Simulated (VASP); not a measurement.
# Al2Cu (Amm2) in VASP: a series of runs

The runs below take Al2Cu through single point, with PBEsol.

All numbers are computed with VASP 6.6.1; they aren't measurements. Logs are shortened: lines on timing, memory, paths and dates and some standing lists are left out, and cuts for length are marked.

**1. The cell of the first run**

Symmetry: Amm2, No. 38, orthorhombic system. Conventional cell: a = 2.846 Å, b = 5.776 Å, c = 5.776 Å, α = 90.00°, β = 90.00°, γ = 90.00°. Within 3.1 Å of Al (site symmetry m) lie 4 Cu at 2.33 to 2.67 Å and 6 Al at 2.85 to 2.89 Å. Within 3.1 Å of Cu (site symmetry mm2) lie 8 Al at 2.33 to 2.67 Å and 2 Cu at 2.85 Å.

**2. Single point, PBEsol (atom 3 (Cu) moved by (-0.300, +0.000) A along [1 1 0] and z)**

Input file INCAR:

```
PREC = Accurate ; ENCUT = 520
EDIFF = 1E-6 ; ISMEAR = 0
SIGMA = 0.15 ; LREAL = F
LASPH = T ; NELM = 60
ALGO = Fast ; ISIF = 2
LWAVE = F ; LCHARG = F
GGA = PS ; NBANDS = 16
```

Input file KPOINTS:

```
regular mesh
0
Gamma
  12 12 16
```

Input file POSCAR:

```
Al2Cu
1.0
    4.0841721965      0.0000000000      0.0000000000
    0.0000000000      4.0841721965      0.0000000000
    0.0000000000      0.0000000000      2.8463947513
Al Cu
2 1
Direct
    0.5000000000      0.0000000000      0.5000000000
    0.0000000000      0.5000000000      0.5000000000
   -0.0519400319     -0.0519400319      0.0000000000
```

Potentials or basis: VASP PAW PBE potentials, release 64 (Al, Cu).

Run with:

```bash
$ cat potpaw_PBE.64/Al/POTCAR potpaw_PBE.64/Cu/POTCAR > POTCAR
$ mpirun -np 1 vasp_std > vasp.out
```

OUTCAR:

```text
PREC = Accurate
   ENCUT = 520
   EDIFF = 1E-6
   ISMEAR = 0
   LREAL = F
   LASPH = T
   NELM = 60
   ISIF = 2
   GGA = PS

 ion  position               nearest neighbor table
   1  0.500  0.000  0.500-   3 2.33   3 2.33   3 2.67   3 2.67   2 2.89   2 2.89   2 2.89   2 2.89

   2  0.000  0.500  0.500-   3 2.33   3 2.33   3 2.67   3 2.67   1 2.89   1 2.89   1 2.89   1 2.89

   3  0.948  0.948  0.000-   1 2.33   2 2.33   1 2.33   2 2.33   1 2.67   1 2.67   2 2.67   2 2.67

  LATTYP: Found a simple tetragonal cell.
 ALAT       =     4.0841721965
 C/A-ratio  =     0.6969330906

  Lattice vectors:

 A1 = (   4.0841721965,   0.0000000000,   0.0000000000)
 A2 = (   0.0000000000,   4.0841721965,   0.0000000000)
 A3 = (   0.0000000000,   0.0000000000,   2.8463947513)

Analysis of symmetry for initial positions (statically):
=====================================================================
 Subroutine PRICEL returns:
 Original cell was already a primitive cell.

 Routine SETGRP: Setting up the symmetry group for a
 simple tetragonal supercell.

 Subroutine GETGRP returns: Found  4 space group operations
 (whereof  4 operations were pure point group operations)
 out of a pool of 16 trial point group operations.

The static configuration has the point symmetry C_2v.

Analysis of symmetry for dynamics (positions and initial velocities):
=====================================================================
 Subroutine PRICEL returns:
 Original cell was already a primitive cell.

 Routine SETGRP: Setting up the symmetry group for a
 simple tetragonal supercell.

 Subroutine GETGRP returns: Found  4 space group operations
 (whereof  4 operations were pure point group operations)
 out of a pool of 16 trial point group operations.

The dynamic configuration has the point symmetry C_2v.

 Subroutine INISYM returns: Found  4 space group operations
 (whereof  4 operations are pure point group operations),
 and found     1 'primitive' translations

----------------------------------------------------------------------------------------

                                     Primitive cell

  volume of cell :      47.4792

  direct lattice vectors                    reciprocal lattice vectors
     4.084172196  0.000000000  0.000000000     0.244847659  0.000000000  0.000000000
     0.000000000  4.084172196  0.000000000     0.000000000  0.244847659  0.000000000
     0.000000000  0.000000000  2.846394751     0.000000000  0.000000000  0.351321615

  length of vectors
     4.084172196  4.084172196  2.846394751     0.244847659  0.244847659  0.351321615

  position of ions in fractional coordinates (direct lattice)
     0.500000000  0.000000000  0.500000000
     0.000000000  0.500000000  0.500000000
     0.948059968  0.948059968  0.000000000

  ion indices of the primitive-cell ions
   primitive index   ion index
                 1           1
                 2           2
                 3           3

----------------------------------------------------------------------------------------

 KPOINTS: regular mesh

Automatic generation of k-mesh.
 Grid dimensions read from file:
 generate k-points for:   12   12   16

 Generating k-lattice:

  Cartesian coordinates                     Fractional coordinates (reciprocal lattice)
     0.020403972  0.000000000  0.000000000     0.083333333  0.000000000  0.000000000
     0.000000000  0.020403972  0.000000000     0.000000000  0.083333333  0.000000000
     0.000000000  0.000000000  0.021957601     0.000000000  0.000000000  0.062500000

  Length of vectors
     0.020403972  0.020403972  0.021957601

  Shift w.r.t. Gamma in fractional coordinates (k-lattice)
     0.000000000  0.000000000  0.000000000

 Subroutine IBZKPT returns following result:
 ===========================================

 Found    387 irreducible k-points:

 Following reciprocal coordinates:
            Coordinates               Weight
  0.000000  0.000000  0.000000      1.000000
  0.083333  0.000000  0.000000      4.000000
  0.166667  0.000000  0.000000      4.000000
  0.250000  0.000000  0.000000      4.000000
  0.333333  0.000000  0.000000      4.000000
  0.416667  0.000000  0.000000      4.000000
[... 16 lines left out ...]
  0.333333  0.166667  0.000000      4.000000
 -0.166667  0.333333  0.000000      4.000000
 [... further k-points ...]
   k-points           NKPTS =    387   k-points in BZ     NKDIM =    387   number of bands    NBANDS=     16
   number of dos      NEDOS =    301   number of ions     NIONS =      3
   total plane-waves  NPLWV =  21600
   dimension x,y,z NGX =    30 NGY =   30 NGZ =   24
   dimension x,y,z NGXF=    60 NGYF=   60 NGZF=   48
   ions per type =               2   1
   NGX,Y,Z   is equivalent  to a cutoff of  12.21, 12.21, 14.02 a.u.
   NGXF,Y,Z  is equivalent  to a cutoff of  24.42, 24.42, 28.03 a.u.
 SYSTEM =  unknown system
   PREC   = accura    normal or accurate (medium, high low for compatibility)
   ISTART =      0    job   : 0-new  1-cont  2-samecut
   ICHARG =      2    charge: 1-file 2-atom 10-const
   ISPIN  =      1    spin polarized calculation?
   LNONCOLLINEAR =      F non collinear calculations
   LSORBIT =      F    spin-orbit coupling
   LASPH  =      T    aspherical Exc in radial PAW
   ENCUT  =  520.0 eV  38.22 Ry    6.18 a.u.   7.59  7.59  5.29*2*pi/ulx,y,z
   NELM   =     60;   NELMIN=  2; NELMDL= -5     # of ELM steps
   EDIFF  = 0.1E-05   stopping-criterion for ELM
   LREAL  =      F    real-space projection
   EDIFFG = 0.1E-04   stopping-criterion for IOM
   NSW    =      0    number of steps for IOM
   IBRION =     -1    ionic relax: 0-MD 1-quasi-New 2-CG
   NFREE  =      0    steps in history (QN), initial steepest desc. (CG)
   ISIF   =      2    stress and relaxation
   ISYM   =      2    0-nonsym 1-usesym 2-fastsym
   POTIM  = 0.5000    time-step for ionic-motion
   TEBEG  =    0.0;   TEEND  =   0.0 temperature during run
   PSTRESS=    0.0 pullay stress
   NELECT =      17.0000    total number of electrons
   NUPDOWN=      -1.0000    fix difference up-down
   EMIN   =  10.00;   EMAX   =-10.00  energy-range for DOS
   EFERMI =   0.00;   METHOD = LEGACY
   ISMEAR =     0;   SIGMA  =   0.15  broadening in eV -4-tet -1-fermi 0-gaus
   EFERMI_NEDOS =   21; number of points for ismear=-14 and -15
   IALGO  =     68    algorithm
   IMIX   =      4    mixing-type and parameters
     AMIX     =   0.40;   BMIX     =  1.00
     AMIX_MAG =   1.60;   BMIX_MAG =  1.00
  volume/ion in A,a.u.               =      15.83       106.80
  Fermi-wavevector in a.u.,A,eV,Ry     =   1.162492  2.196792 18.386753  1.351388
  Thomas-Fermi vector in A             =   2.299053
   LORBIT       =      0    0 simple, 1 ext, 2 COOP (PROOUT), +10 PAW based schemes
   GGA     = PS    functional components
   LHFCALC =     F    Hartree Fock is set to
   AEXX    =    0.0000 exact exchange contribution
   IVDW    =     0    specifies the selected vdW correction
   LEPSILON=     F    determine dielectric tensor
   LRPA    =     F    only Hartree local field effects (RPA)
 non-spin polarized calculation
 RMM-DIIS sequential band-by-band and
 Gauss-broadening in eV      SIGMA  =   0.15
  energy-cutoff  :      520.00
  volume of cell :       47.48
 maximum number of plane-waves:      1295
   NGX = 15   NGY = 15   NGZ = 11

 number of electron      16.9999986 magnetization

 Free energy of the ion-electron system (eV)
  ---------------------------------------------------
  ext. energy  EPLUGINS =         0.00000000
  ---------------------------------------------------
  free energy    TOTEN  =       -12.26294619 eV

  energy without entropy =      -12.25459065  energy(sigma->0) =      -12.25876842

 E-fermi :   7.2881     XC(G=0): -10.5826

 val. band max:        7.2752119447   @ k =   0.5000   0.0833   0.3125
 cond. band min:       7.3045936855   @ k =  -0.1667   0.4167   0.3125
 fundamental gap:      0.0293817408
 Fermi energy:         7.2881088859

 k-point     1 :       0.0000    0.0000    0.0000
  band No.  band energies     occupation
      1      -3.3822      2.00000
      2       1.7484      2.00000
      3       2.1078      2.00000
      4       2.8802      2.00000
      5       3.0215      2.00000
      6       3.1160      2.00000
[... 8 lines left out ...]
     15      14.5860      0.00000
     16      19.9029      0.00000

 k-point     2 :       0.0833    0.0000    0.0000
  band No.  band energies     occupation
      1      -3.3235      2.00000
      2       1.7156      2.00000
      3       2.0979      2.00000
      4       2.8622      2.00000
      5       3.0206      2.00000
      6       3.1151      2.00000
[... 8 lines left out ...]
     15      15.3943      0.00000
     16      20.0342      0.00000

 k-point     3 :       0.1667    0.0000    0.0000
  band No.  band energies     occupation
      1      -3.1489      2.00000
      2       1.5586      2.00000
      3       2.0796      2.00000
      4       2.8164      2.00000
      5       3.0181      2.00000
      6       3.1130      2.00000
[... 8 lines left out ...]
     15      16.8178      0.00000
     16      19.3325      0.00000

 k-point     4 :       0.2500    0.0000    0.0000
  band No.  band energies     occupation
      1      -2.8650      2.00000
      2       1.1477      2.00000
      3       2.0781      2.00000
      4       2.7596      2.00000
      5       3.0144      2.00000
      6       3.1104      2.00000
[... 8 lines left out ...]
     15      18.3747      0.00000
     16      18.5604      0.00000
[... 324 lines left out ...]
 k-point    22 :      -0.1667    0.2500    0.0000
  band No.  band energies     occupation
      1      -2.6294      2.00000
      2       1.2261      2.00000
      3       1.9770      2.00000
      4       2.6053      2.00000
      5       3.0114      2.00000
      6       3.1075      2.00000
[... 8 lines left out ...]
     15      18.1931      0.00000
     16      18.6093      0.00000

 k-point    23 :       0.3333    0.1667    0.0000
  band No.  band energies     occupation
      1      -2.2564      2.00000
      2       0.6938      2.00000
      3       1.9679      2.00000
      4       2.6288      2.00000
      5       2.9682      2.00000
      6       3.0089      2.00000
[... 8 lines left out ...]
     15      17.9849      0.00000
     16      19.4035      0.00000

 k-point    24 :      -0.1667    0.3333    0.0000
  band No.  band energies     occupation
      1      -2.2516      2.00000
      2       0.6704      2.00000
      3       2.0075      2.00000
      4       2.5571      2.00000
      5       3.0079      2.00000
      6       3.0111      2.00000
[... 8 lines left out ...]
     15      17.9402      0.00000
     16      19.1447      0.00000

 [... further k-points ...]

------------------------ aborting loop because EDIFF is reached ----------------------------------------

  FORCE on cell =-STRESS in cart. coord.  units (eV):
  Direction    XX          YY          ZZ          XY          YZ          ZX
  --------------------------------------------------------------------------------------
  -------------------------------------------------------------------------------------
  Total        0.9277301      0.9277301      1.1732586     -0.4503167      0.0000000      0.0000000
  in kB       31.3061038     31.3061038     39.5914223    -15.1958658      0.0000000      0.0000000
  external PRESSURE =      34.0678766 kB  Pullay stress =       0.0000000 kB

 VOLUME and BASIS-vectors are now :
 -----------------------------------------------------------------------------
  energy-cutoff  :      520.00
  volume of cell :       47.48
      direct lattice vectors                 reciprocal lattice vectors
     4.084172196  0.000000000  0.000000000     0.244847659  0.000000000  0.000000000
     0.000000000  4.084172196  0.000000000     0.000000000  0.244847659  0.000000000
     0.000000000  0.000000000  2.846394751     0.000000000  0.000000000  0.351321615

 POSITION                                       TOTAL-FORCE (eV/Angst)
 -----------------------------------------------------------------------------------
      2.04209      0.00000      1.42320        -1.569822      0.122570      0.000000
      0.00000      2.04209      1.42320         0.122570     -1.569822      0.000000
      3.87204      3.87204      0.00000         1.447252      1.447252      0.000000
 -----------------------------------------------------------------------------------
    total drift:                               -0.001434     -0.001434     -0.000023

  FREE ENERGIE OF THE ION-ELECTRON SYSTEM (eV)
  ---------------------------------------------------
  free  energy   TOTEN  =       -12.2629461918 eV

  energy  without entropy=      -12.2545906484  energy(sigma->0) =      -12.25876842
```

Run time: 2.5 min. Hardware: 1 thread of Intel Xeon 6975P-C (Granite Rapids), shared host; peak memory 0.37 GiB.

Results:

```yaml
Free_energy: -12.2629 eV
Pressure: 3.4 GPa
Largest_force: 2.047 eV/Å
Band_gap_on_the_k_mesh: zero (an odd number of electrons rules out a gap without spin polarisation)
```

Forces in eV/Å, atoms in the order of the input:
```
Al  -1.570  0.123  0.000
Al   0.123 -1.570  0.000
Cu   1.447  1.447  0.000
```

Caveat: the cell differs from its parent crystal (atom 3 (Cu) moved by (-0.300, +0.000) A along [1 1 0] and z); the cell stands under pressure; the PAW data sets were made with another functional, which shifts forces and pressure a little.

**3. Single point, PBEsol (atom 3 (Cu) moved by (-0.150, +0.000) A along [1 1 0] and z)**

Input file INCAR:

```
PREC = Accurate ; ENCUT = 520
EDIFF = 1E-6 ; ISMEAR = 0
SIGMA = 0.15 ; LREAL = False
LASPH = True ; NELM = 60
ALGO = Fast ; ISIF = 2
LWAVE = False ; LCHARG = True
GGA = PS ; LELF = True
LVHAR = True ; NBANDS = 16
```

KPOINTS is that of step 2.

POSCAR, as its differences from that of step 2:

```diff
@@ -10,2 +10,2 @@
     0.0000000000      0.5000000000      0.5000000000
-   -0.0519400319     -0.0519400319      0.0000000000
+   -0.0259700160     -0.0259700160      0.0000000000
```

Potentials or basis: VASP PAW PBE potentials, release 64 (Al, Cu).

Run with:

```bash
$ cat potpaw_PBE.64/Al/POTCAR potpaw_PBE.64/Cu/POTCAR > POTCAR
$ mpirun -np 1 vasp_std > vasp.out
```

OUTCAR:

```text
PREC = Accurate
   ENCUT = 520
   EDIFF = 1E-6
   ISMEAR = 0
   LREAL = False
   LASPH = True
   NELM = 60
   ISIF = 2
   GGA = PS

 ion  position               nearest neighbor table
   1  0.500  0.000  0.500-   3 2.41   3 2.41   3 2.58   3 2.58   2 2.89   2 2.89   2 2.89   2 2.89

   2  0.000  0.500  0.500-   3 2.41   3 2.41   3 2.58   3 2.58   1 2.89   1 2.89   1 2.89   1 2.89

   3  0.974  0.974  0.000-   1 2.41   2 2.41   1 2.41   2 2.41   1 2.58   1 2.58   2 2.58   2 2.58

  LATTYP: Found a simple tetragonal cell.
 ALAT       =     4.0841721965
[... 652 lines left out ...]
  FORCE on cell =-STRESS in cart. coord.  units (eV):
  Direction    XX          YY          ZZ          XY          YZ          ZX
  --------------------------------------------------------------------------------------
  -------------------------------------------------------------------------------------
  Total        0.3114245      0.3114245      0.2073480     -0.1086756      0.0000000      0.0000000
  in kB       10.5089708     10.5089708      6.9969251     -3.6672396      0.0000000      0.0000000
  external PRESSURE =       9.3382889 kB  Pullay stress =       0.0000000 kB

 VOLUME and BASIS-vectors are now :
 -----------------------------------------------------------------------------
  energy-cutoff  :      520.00
  volume of cell :       47.48
      direct lattice vectors                 reciprocal lattice vectors
     4.084172196  0.000000000  0.000000000     0.244847659  0.000000000  0.000000000
     0.000000000  4.084172196  0.000000000     0.000000000  0.244847659  0.000000000
     0.000000000  0.000000000  2.846394751     0.000000000  0.000000000  0.351321615

 POSITION                                       TOTAL-FORCE (eV/Angst)
 -----------------------------------------------------------------------------------
      2.04209      0.00000      1.42320        -0.770767      0.038781      0.000000
      0.00000      2.04209      1.42320         0.038781     -0.770767      0.000000
      3.97811      3.97811      0.00000         0.731986      0.731986      0.000000
 -----------------------------------------------------------------------------------
    total drift:                                0.000088      0.000088      0.000012

  FREE ENERGIE OF THE ION-ELECTRON SYSTEM (eV)
  ---------------------------------------------------
  free  energy   TOTEN  =       -12.4946728481 eV

  energy  without entropy=      -12.4858679782  energy(sigma->0) =      -12.49027041
```

Run time: 2.4 min. Hardware: 1 thread of Intel Xeon 6975P-C (Granite Rapids), shared host; peak memory 0.37 GiB.

What came out:

```
Free energy            : -12.4947 eV
Pressure               : 0.9 GPa
Largest force          : 1.035 eV/Å
Band gap on the k mesh : zero (an odd number of electrons rules out a gap without spin polarisation)
```

Forces on the atoms (eV/Å):
```
Al  -0.771  0.039  0.000
Al   0.039 -0.771  0.000
Cu   0.732  0.732  0.000
```

Stress tensor (GPa, compression positive):
```
 1.05 -0.37  0.00
-0.37  1.05  0.00
 0.00  0.00  0.70
```

Caveat: the cell differs from its parent crystal (atom 3 (Cu) moved by (-0.150, +0.000) A along [1 1 0] and z); the PAW data sets were made with another functional, which shifts forces and pressure a little.
